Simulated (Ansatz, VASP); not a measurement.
**One calculation of Li2Cr, two programs**

Contents of INCAR:

```
PREC = Accurate ; ENCUT = 600
EDIFF = 1E-6 ; ISMEAR = 0
SIGMA = 0.1 ; LREAL = F
LASPH = T ; NELM = 150
ALGO = Normal ; ISIF = 3
LWAVE = F ; LCHARG = F
ISPIN = 2 ; MAGMOM = 0 0 3.54
LORBIT = 11 ; LMAXMIX = 4
GGA = PE ; IBRION = 2
NSW = 90 ; EDIFFG = -0.04
```

KPOINTS

```
Automatic mesh
0
Gamma
  8 8 8
```

File POSCAR:

```
Li2Cr
1.0
   -1.5232948468      1.5232948468      3.7368326711
    1.5232948468     -1.5232948468      3.7368326711
    1.5232948468      1.5232948468     -3.7368326711
Li Cr
2 1
Direct
    0.6650000000      0.6650000000      0.0000000000
    0.3350000000      0.3350000000      0.0000000000
    0.0000000000      0.0000000000      0.0000000000
```

Input for Ansatz:

```yaml
crystal:
  lattice:
    - [-1.5232948468, 1.5232948468, 3.7368326711]
    - [1.5232948468, -1.5232948468, 3.7368326711]
    - [1.5232948468, 1.5232948468, -3.7368326711]
  atoms:
    - { symbol: Li, position: [0.665, 0.665, 0.0] }
    - { symbol: Li, position: [0.335, 0.335, 0.0] }
    - { symbol: Cr, position: [0.0, 0.0, 0.0], spin: 3.54 }
basis:
  ecutwfc: 420
kpoints:
  mp_grid: { grid: [8, 8, 8] }
hamiltonian:
  xc: pbe
scf:
  occupations: { method: gaussian, width: 0.1 }
  lower_state_search: "off"
output:
  forces: true
  stress: true
  eigenvalues: true
  populations: true
magnetization:
  spin_polarized: true
relax:
  adjacent_minimum: "off"
  f_tol: 0.04
  max_steps: 70
  cell: { stress_tol: 0.4 }
```

Alike in both runs: task relaxation of cell and atoms; functional PBE; k mesh 8 × 8 × 8; occupations gaussian, width 0.1 eV; collinear spin.

```csv
,VASP,Ansatz
version,VASP 6.6.1,Ansatz 0.2.0
potentials or method,"VASP PAW PBE potentials, release 64 (Li_sv, Cr_pv), cutoff 600 eV","scalar-relativistic, plane waves, PAW"
valence electrons in the cell,18,20
```

```tsv
	VASP	Ansatz	Ansatz less VASP
gap on the k mesh at the Fermi level, each at its own relaxed structure (eV)	none	none	-
net moment per atom (μB)	1.45	1.49	+0.031
size of the moment on the site where the two differ most (μB)	0.00	0.03	+0.030
relaxed volume (Å³/atom)	16.67	17.59	+0.916
relaxed cell length with the largest relative difference (Å)	5.171	5.862	+0.6914
```

Site moments also hang on the region over which each program counts them. A gap of «none» marks a metal or a gap that the smearing closes. One of these differences is far larger than is usual between the two programs; its cause wasn't traced. VASP's potentials hold 18 valence electrons a cell and Ansatz's 20, so a difference there can come from the potentials and not from the codes.

The k mesh is coarse, so the values compare programs but aren't converged. Noted on VASP's run: the cutoff is short for stress, so the pressure is rough; the volume moved by over 15 % at a fixed basis, so the end points are rough.
